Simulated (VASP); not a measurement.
# KBr in VASP: notebook

Aim: see how the results for KBr move with the level of theory and the settings. Levels: r2SCAN, HSE06. Tasks: single point.

All numbers are computed with VASP 6.6.1; they aren't measurements. Logs are shortened: lines on timing, memory, paths and dates and some standing lists are left out, and cuts for length are marked.

## 1. The cell of the first run

The structure is tetragonal, space group I-4m2 (No. 119). The conventional cell has a = 5.216 Å, b = 5.216 Å, c = 7.624 Å, α = 90.00°, β = 90.00°, γ = 90.00°. Within 4.2 Å of K (site symmetry -4m2) lie 4 Br at 3.23 Å. Br (site symmetry -4m2) has 4 K at 3.23 Å within 4.2 Å.

## 2. Single point, r2SCAN (uniaxial z strain +3.4%)

POSCAR reads:

```
KBr
1.0
    0.0000000000      3.6882992926      3.8118573189
    3.6882992926      0.0000000000      3.8118573189
    3.6882992926      3.6882992926      0.0000000000
K Br
1 1
Direct
    0.0000000000      0.0000000000      0.0000000000
    0.2500000000      0.2500000000      0.2500000000
```

INCAR.step1 reads:

```
SYSTEM = KBr
PREC = Accurate
ENCUT = 520
ISMEAR = 0
SIGMA = 0.01
LREAL = .FALSE.
LASPH = .TRUE.
NELM = 80
NBANDS = 15
GGA = PE
ALGO = Normal
EDIFF = 1E-4
LWAVE = .TRUE.
LCHARG = .FALSE.
```

INCAR.step2 reads:

```
SYSTEM = KBr
PREC = Accurate
ENCUT = 520
EDIFF = 1E-6
ISMEAR = 0
SIGMA = 0.01
LREAL = .FALSE.
LASPH = .TRUE.
NELM = 80
ALGO = Normal
ISIF = 2
LWAVE = .FALSE.
LCHARG = .FALSE.
METAGGA = R2SCAN
LMIXTAU = .TRUE.
NBANDS = 15
ISTART = 1
```

KPOINTS reads:

```
Automatic mesh
0
G
  6 6 6
  0 0 0
```

Potentials or basis: VASP PAW PBE potentials, release 64 (K_sv, Br).

Command:

```sh
$ cat potpaw_PBE.64/K_sv/POTCAR potpaw_PBE.64/Br/POTCAR > POTCAR
$ cp INCAR.step1 INCAR
$ mpirun -np 1 vasp_std > vasp.out
$ cp INCAR.step2 INCAR
$ mpirun -np 1 vasp_std > vasp.out
```

OUTCAR:

```text
SYSTEM = KBr
   PREC = Accurate
   ENCUT = 520
   EDIFF = 1E-6
   ISMEAR = 0
   LREAL = .FALSE.
   LASPH = .TRUE.
   NELM = 80
   ISIF = 2
   METAGGA = R2SCAN
   ISTART = 1

 ion  position               nearest neighbor table
   1  0.000  0.000  0.000-   2 3.23   2 3.23   2 3.23   2 3.23
   2  0.250  0.250  0.250-   1 3.23   1 3.23   1 3.23   1 3.23

  LATTYP: Found a body centered tetragonal cell.
 ALAT       =     5.2160428817
 C/A-ratio  =     1.4615897167

  Lattice vectors:

 A1 = (  -3.6882992926,   0.0000000000,   3.8118573189)
 A2 = (   3.6882992926,   0.0000000000,   3.8118573189)
 A3 = (   0.0000000000,   3.6882992926,  -3.8118573189)

Analysis of symmetry for initial positions (statically):
=====================================================================
 Subroutine PRICEL returns:
 Original cell was already a primitive cell.

 Routine SETGRP: Setting up the symmetry group for a
 body centered tetragonal supercell.

 Subroutine GETGRP returns: Found  8 space group operations
 (whereof  8 operations were pure point group operations)
 out of a pool of 16 trial point group operations.

The static configuration has the point symmetry D_2d.

Analysis of symmetry for dynamics (positions and initial velocities):
=====================================================================
 Subroutine PRICEL returns:
 Original cell was already a primitive cell.

 Routine SETGRP: Setting up the symmetry group for a
 body centered tetragonal supercell.

 Subroutine GETGRP returns: Found  8 space group operations
 (whereof  8 operations were pure point group operations)
 out of a pool of 16 trial point group operations.

The dynamic configuration has the point symmetry D_2d.

 Subroutine INISYM returns: Found  8 space group operations
 (whereof  8 operations are pure point group operations),
 and found     1 'primitive' translations

----------------------------------------------------------------------------------------

                                     Primitive cell

  volume of cell :     103.7096

  direct lattice vectors                    reciprocal lattice vectors
     0.000000000  3.688299293  3.811857319    -0.135563836  0.135563836  0.131169653
     3.688299293  0.000000000  3.811857319     0.135563836 -0.135563836  0.131169653
     3.688299293  3.688299293  0.000000000     0.135563836  0.135563836 -0.131169653

  length of vectors
     5.304131210  5.304131210  5.216042882     0.232294178  0.232294178  0.232294178

  position of ions in fractional coordinates (direct lattice)
     0.000000000  0.000000000  0.000000000
     0.250000000  0.250000000  0.250000000

  ion indices of the primitive-cell ions
   primitive index   ion index
                 1           1
                 2           2

----------------------------------------------------------------------------------------

 KPOINTS: Automatic mesh

Automatic generation of k-mesh.
 Grid dimensions read from file:
 generate k-points for:    6    6    6

 Generating k-lattice:

  Cartesian coordinates                     Fractional coordinates (reciprocal lattice)
    -0.022593973  0.022593973  0.021861609     0.166666667  0.000000000  0.000000000
     0.022593973 -0.022593973  0.021861609     0.000000000  0.166666667  0.000000000
     0.022593973  0.022593973 -0.021861609     0.000000000  0.000000000  0.166666667

  Length of vectors
     0.038715696  0.038715696  0.038715696

  Shift w.r.t. Gamma in fractional coordinates (k-lattice)
     0.000000000  0.000000000  0.000000000

 Subroutine IBZKPT returns following result:
 ===========================================

 Found     30 irreducible k-points:

 Following reciprocal coordinates:
            Coordinates               Weight
  0.000000  0.000000  0.000000      1.000000
  0.166667 -0.000000  0.000000      8.000000
  0.333333  0.000000  0.000000      8.000000
  0.500000  0.000000  0.000000      4.000000
  0.166667  0.166667  0.000000      2.000000
  0.333333  0.166667  0.000000      8.000000
[... 16 lines left out ...]
  0.333333  0.000000  0.333333      4.000000
  0.500000 -0.000000  0.333333     16.000000
 [... further k-points ...]
   k-points           NKPTS =     30   k-points in BZ     NKDIM =     30   number of bands    NBANDS=     15
   number of dos      NEDOS =    301   number of ions     NIONS =      2
   total plane-waves  NPLWV =  64000
   dimension x,y,z NGX =    40 NGY =   40 NGZ =   40
   dimension x,y,z NGXF=    80 NGYF=   80 NGZF=   80
   ions per type =               1   1
   NGX,Y,Z   is equivalent  to a cutoff of  12.54, 12.54, 12.75 a.u.
   NGXF,Y,Z  is equivalent  to a cutoff of  25.07, 25.07, 25.50 a.u.
 SYSTEM =  KBr
   PREC   = accura    normal or accurate (medium, high low for compatibility)
   ISTART =      1    job   : 0-new  1-cont  2-samecut
   ICHARG =      0    charge: 1-file 2-atom 10-const
   ISPIN  =      1    spin polarized calculation?
   LNONCOLLINEAR =      F non collinear calculations
   LSORBIT =      F    spin-orbit coupling
   LASPH  =      T    aspherical Exc in radial PAW
   ENCUT  =  520.0 eV  38.22 Ry    6.18 a.u.   9.86  9.86  9.70*2*pi/ulx,y,z
   NELM   =     80;   NELMIN=  2; NELMDL=  0     # of ELM steps
   EDIFF  = 0.1E-05   stopping-criterion for ELM
   LREAL  =      F    real-space projection
   EDIFFG = 0.1E-04   stopping-criterion for IOM
   NSW    =      0    number of steps for IOM
   IBRION =     -1    ionic relax: 0-MD 1-quasi-New 2-CG
   NFREE  =      0    steps in history (QN), initial steepest desc. (CG)
   ISIF   =      2    stress and relaxation
   ISYM   =      2    0-nonsym 1-usesym 2-fastsym
   POTIM  = 0.5000    time-step for ionic-motion
   TEBEG  =    0.0;   TEEND  =   0.0 temperature during run
   PSTRESS=    0.0 pullay stress
   NELECT =      16.0000    total number of electrons
   NUPDOWN=      -1.0000    fix difference up-down
   EMIN   =  10.00;   EMAX   =-10.00  energy-range for DOS
   EFERMI =   0.00;   METHOD = LEGACY
   ISMEAR =     0;   SIGMA  =   0.01  broadening in eV -4-tet -1-fermi 0-gaus
   EFERMI_NEDOS =   21; number of points for ismear=-14 and -15
   IALGO  =     38    algorithm
   IMIX   =      4    mixing-type and parameters
     AMIX     =   0.40;   BMIX     =  1.00
     AMIX_MAG =   1.60;   BMIX_MAG =  1.00
  volume/ion in A,a.u.               =      51.85       349.93
  Fermi-wavevector in a.u.,A,eV,Ry     =   0.878028  1.659233 10.489190  0.770934
  Thomas-Fermi vector in A             =   1.998058
   LORBIT       =      0    0 simple, 1 ext, 2 COOP (PROOUT), +10 PAW based schemes
   METAGGA = R2SCAN    functional components
   LHFCALC =     F    Hartree Fock is set to
   AEXX    =    0.0000 exact exchange contribution
   IVDW    =     0    specifies the selected vdW correction
   LEPSILON=     F    determine dielectric tensor
   LRPA    =     F    only Hartree local field effects (RPA)
 non-spin polarized calculation
 Gauss-broadening in eV      SIGMA  =   0.01
  energy-cutoff  :      520.00
  volume of cell :      103.71
 maximum number of plane-waves:      2830
   NGX = 19   NGY = 19   NGZ = 19

 number of electron      16.0000001 magnetization

 Free energy of the ion-electron system (eV)
  ---------------------------------------------------
  ext. energy  EPLUGINS =         0.00000000
  ---------------------------------------------------
  free energy    TOTEN  =       -22.96434406 eV

  energy without entropy =      -22.96434406  energy(sigma->0) =      -22.96434406

 E-fermi :  -3.4382     XC(G=0):  -6.0664

 val. band max:       -3.5574741848   @ k =  -0.3333   0.1667   0.0000
 cond. band min:       1.2184975160   @ k =   0.0000   0.0000   0.0000
 fundamental gap:      4.7759717009
 Fermi energy:        -3.4382071751

 k-point     1 :       0.0000    0.0000    0.0000
  band No.  band energies     occupation
      1     -32.5854      2.00000
      2     -15.8662      2.00000
      3     -15.3047      2.00000
      4     -15.3047      2.00000
      5     -15.2993      2.00000
      6      -3.5945      2.00000
      7      -3.5769      2.00000
      8      -3.5769      2.00000
      9       1.2185      0.00000
     10       5.6107      0.00000
     11       5.8407      0.00000
     12       6.5821      0.00000
     13       6.7168      0.00000
     14       6.7168      0.00000
     15       7.3196      0.00000

 k-point     2 :       0.1667   -0.0000    0.0000
  band No.  band energies     occupation
      1     -32.5851      2.00000
      2     -15.9240      2.00000
      3     -15.3059      2.00000
      4     -15.3028      2.00000
      5     -15.2389      2.00000
      6      -3.6879      2.00000
      7      -3.5881      2.00000
      8      -3.5720      2.00000
      9       1.6323      0.00000
     10       5.3644      0.00000
     11       5.5354      0.00000
     12       6.2209      0.00000
     13       6.7235      0.00000
     14       7.1619      0.00000
     15       7.2084      0.00000

 k-point     3 :       0.3333    0.0000    0.0000
  band No.  band energies     occupation
      1     -32.5845      2.00000
      2     -16.0146      2.00000
      3     -15.3084      2.00000
      4     -15.3058      2.00000
      5     -15.1366      2.00000
      6      -3.8610      2.00000
      7      -3.5889      2.00000
      8      -3.5627      2.00000
      9       2.5850      0.00000
     10       4.8805      0.00000
     11       5.2088      0.00000
     12       5.3352      0.00000
     13       6.7091      0.00000
     14       6.9163      0.00000
     15       6.9719      0.00000
[... 343 lines left out ...]
 k-point    23 :       0.3333    0.0000    0.3333
  band No.  band energies     occupation
      1     -32.5842      2.00000
      2     -16.0477      2.00000
      3     -15.3159      2.00000
      4     -15.3086      2.00000
      5     -15.0910      2.00000
      6      -3.8881      2.00000
      7      -3.6070      2.00000
      8      -3.5936      2.00000
      9       2.8234      0.00000
     10       4.1207      0.00000
     11       5.5305      0.00000
     12       6.5270      0.00000
     13       6.6644      0.00000
     14       6.8258      0.00000
     15       7.6408      0.00000

 k-point    24 :       0.5000   -0.0000    0.3333
  band No.  band energies     occupation
      1     -32.5839      2.00000
      2     -16.0816      2.00000
      3     -15.3198      2.00000
      4     -15.3117      2.00000
      5     -15.0473      2.00000
      6      -3.9057      2.00000
      7      -3.6490      2.00000
      8      -3.5983      2.00000
      9       3.0843      0.00000
     10       4.1408      0.00000
     11       5.5408      0.00000
     12       6.0949      0.00000
     13       6.8432      0.00000
     14       7.0466      0.00000
     15       7.1949      0.00000

 [... further k-points ...]
[... 5 lines left out ...]
  --------------------------------------------------------------------------------------
  -------------------------------------------------------------------------------------
  Total       -0.1897174     -0.1897174     -0.2151993      0.0000000      0.0000000      0.0000000
  in kB       -2.9308845     -2.9308845     -3.3245472      0.0000000      0.0000000      0.0000000
  external PRESSURE =      -3.0621054 kB  Pullay stress =       0.0000000 kB

 VOLUME and BASIS-vectors are now :
 -----------------------------------------------------------------------------
  energy-cutoff  :      520.00
  volume of cell :      103.71
      direct lattice vectors                 reciprocal lattice vectors
     0.000000000  3.688299293  3.811857319    -0.135563836  0.135563836  0.131169653
     3.688299293  0.000000000  3.811857319     0.135563836 -0.135563836  0.131169653
     3.688299293  3.688299293  0.000000000     0.135563836  0.135563836 -0.131169653

 POSITION                                       TOTAL-FORCE (eV/Angst)
 -----------------------------------------------------------------------------------
      0.00000      0.00000      0.00000         0.000000      0.000000      0.000000
      1.84415      1.84415      1.90593        -0.000000     -0.000000     -0.000000
 -----------------------------------------------------------------------------------
    total drift:                               -0.000000     -0.000000     -0.000000

  FREE ENERGIE OF THE ION-ELECTRON SYSTEM (eV)
  ---------------------------------------------------
  free  energy   TOTEN  =       -22.9643440602 eV

  energy  without entropy=      -22.9643440602  energy(sigma->0) =      -22.96434406
```

Run time: 87 s. Hardware: 1 thread of Intel Xeon Platinum 8481C at 2.70GHz (Sapphire Rapids), shared host; peak memory 0.28 GiB.

Results:

| Quantity | Value |
| --- | --- |
| Free energy | -22.9643 eV |
| Pressure | -0.3 GPa |
| Band gap on the k mesh | 4.78 eV, indirect (least direct gap 4.80 eV) |

Caveat: the cell differs from its parent crystal (uniaxial z strain +3.4%); the PAW data sets were made with another functional, which shifts forces and pressure a little. A k mesh can miss the band edges.

## 3. Single point, HSE06 (strain -0.3%)

POSCAR reads:

```
KBr
1.0
    0.0000000000      3.6768655648      3.6768655648
    3.6768655648      0.0000000000      3.6768655648
    3.6768655648      3.6768655648      0.0000000000
K Br
1 1
Direct
    0.0000000000      0.0000000000      0.0000000000
    0.2500000000      0.2500000000      0.2500000000
```

INCAR.step1 reads:

```
  ALGO = Normal
  EDIFF = 1E-5
  ENCUT = 520
  GGA = PE
  ISIF = 2
  ISMEAR = 0
  LASPH = True
  LCHARG = False
  LREAL = False
  LWAVE = True
  NBANDS = 15
  NELM = 60
  PREC = Accurate
  SIGMA = 0.01
```

INCAR.step2 reads:

```
  ALGO = Normal
  EDIFF = 1E-6
  ENCUT = 520
  GGA = PE
  HFSCREEN = 0.2079
  ISIF = 2
  ISMEAR = 0
  ISTART = 1
  LASPH = True
  LCHARG = False
  LHFCALC = True
  LREAL = False
  LWAVE = False
  NBANDS = 15
  NELM = 60
  PREC = Accurate
  PRECFOCK = Normal
  SIGMA = 0.01
```

KPOINTS reads:

```
k-points
0
Gamma
  4 4 4
```

Potentials or basis: VASP PAW PBE potentials, release 64 (K_sv, Br).

Command:

```sh
$ cat potpaw_PBE.64/K_sv/POTCAR potpaw_PBE.64/Br/POTCAR > POTCAR
$ cp INCAR.step1 INCAR
$ mpirun -np 1 vasp_std > vasp.out
$ cp INCAR.step2 INCAR
$ mpirun -np 1 vasp_std > vasp.out
```

It took 4.4 min on 1 thread of Intel Xeon Platinum 8481C at 2.70GHz (Sapphire Rapids), shared host; peak memory 0.36 GiB.

Results (log left out):

```yaml
Free_energy: -6.9708 eV
Pressure: 0.3 GPa
Band_gap_on_the_k_mesh: 5.41 eV, indirect (least direct gap 5.42 eV)
```

Levels at points of the mesh, in eV from the valence-band top:
| k point | band 4 | band 5 | band 6 | band 7 | band 8 | band 9 | band 10 | band 11 | band 12 | band 13 |
| --- | --- | --- | --- | --- | --- | --- | --- | --- | --- | --- |
| (0.00, 0.00, 0.00) | -12.08 | -12.08 | -0.01 | -0.01 | -0.01 | 5.41 | 10.09 | 10.09 | 11.00 | 11.00 |
| (0.50, 0.00, 0.00) | -12.09 | -11.86 | -0.41 | 0.00 | 0.00 | 7.72 | 8.18 | 9.55 | 9.55 | 11.19 |
| (0.50, 0.50, 0.00) | -12.10 | -11.79 | -0.45 | -0.02 | -0.02 | 7.20 | 8.40 | 10.33 | 10.97 | 10.97 |

Caveat: the cell differs from its parent crystal (strain -0.3%); the PAW data sets were made with another functional, which shifts forces and pressure a little.

## 4. Single point, HSE06 (uniaxial z strain +3.4%)

POSCAR reads:

```
KBr
1.0
    0.0000000000      3.6882992926      3.8118573189
    3.6882992926      0.0000000000      3.8118573189
    3.6882992926      3.6882992926      0.0000000000
K Br
1 1
Direct
    0.0000000000      0.0000000000      0.0000000000
    0.2500000000      0.2500000000      0.2500000000
```

INCAR.step1 reads:

```
SYSTEM = KBr
ALGO = Normal ; EDIFF = 1E-5
ENCUT = 520 ; GGA = PE
ISIF = 2 ; ISMEAR = 0
LASPH = .TRUE. ; LREAL = .FALSE.
LWAVE = .TRUE. ; NBANDS = 15
NELM = 60 ; PREC = Accurate
SIGMA = 0.01
```

INCAR.step2 reads:

```
SYSTEM = KBr
ALGO = Normal ; EDIFF = 1E-6
ENCUT = 520 ; GGA = PE
HFSCREEN = 0.2079 ; ISIF = 2
ISMEAR = 0 ; ISTART = 1
LASPH = .TRUE. ; LCHARG = .TRUE.
LELF = .TRUE. ; LHFCALC = .TRUE.
LREAL = .FALSE. ; LVHAR = .TRUE.
LWAVE = .FALSE. ; NBANDS = 15
NELM = 60 ; PREC = Accurate
PRECFOCK = Normal ; SIGMA = 0.01
```

KPOINTS reads:

```
k-points
0
G
  4 4 4
  0 0 0
```

Command:

```sh
$ cat potpaw_PBE.64/K_sv/POTCAR potpaw_PBE.64/Br/POTCAR > POTCAR
$ cp INCAR.step1 INCAR
$ mpirun -np 1 vasp_std > vasp.out
$ cp INCAR.step2 INCAR
$ mpirun -np 1 vasp_std > vasp.out
```

Wall time 7.7 min (1 thread of Intel Xeon Platinum 8481C at 2.70GHz (Sapphire Rapids), shared host); peak memory 0.35 GiB.

Results (log left out):

```
Free energy            : -6.9720 eV
Pressure               : -0.2 GPa
Band gap on the k mesh : 5.31 eV, indirect (least direct gap 5.33 eV)
```

Levels at points of the mesh, in eV from the valence-band top:
```csv
k point,band 4,band 5,band 6,band 7,band 8,band 9,band 10,band 11,band 12,band 13
"(0.00, 0.00, 0.00)",-12.22,-12.21,-0.04,-0.02,-0.02,5.31,9.87,10.11,10.76,10.88
"(0.50, 0.00, 0.00)",-12.22,-12.01,-0.40,-0.03,0.00,7.58,8.02,9.37,9.51,10.99
"(0.50, 0.50, 0.00)",-12.23,-11.93,-0.45,-0.02,-0.02,7.10,8.30,9.91,10.78,10.84
"(0.50, 0.00, 0.50)",-12.23,-11.95,-0.43,-0.05,-0.05,7.15,8.30,10.08,10.72,10.87
```

Caveat: the cell differs from its parent crystal (uniaxial z strain +3.4%); the PAW data sets were made with another functional, which shifts forces and pressure a little.

## 5. The runs side by side

```tsv
level	cell	k mesh	grid for exact exchange (PRECFOCK)	screening parameter	gap on the mesh (eV)	pressure (GPa)
r2SCAN	a = 5.304, b = 5.304, c = 5.216 Å, angles 60.5, 60.5, 58.9°, 2 atoms	6 × 6 × 6	-	-	4.78	-0.3
HSE06	a = 5.200 Å, angles 60.0°, 2 atoms	4 × 4 × 4	Normal	0.2079 1/Å	5.41	0.3
HSE06	a = 5.304, b = 5.304, c = 5.216 Å, angles 60.5, 60.5, 58.9°, 2 atoms	4 × 4 × 4	Normal	0.2079 1/Å	5.31	-0.2
```

Alike in all rows: task single point; potentials or basis VASP PAW PBE potentials, release 64 (K_sv, Br); no spin polarisation; cutoff (eV) 520; smearing gaussian 0.01 eV.

Caveats: the PAW data sets were made with another functional, which shifts forces and pressure a little.

Total energies depend on the potentials used, so only differences within one code and one set of settings carry meaning.
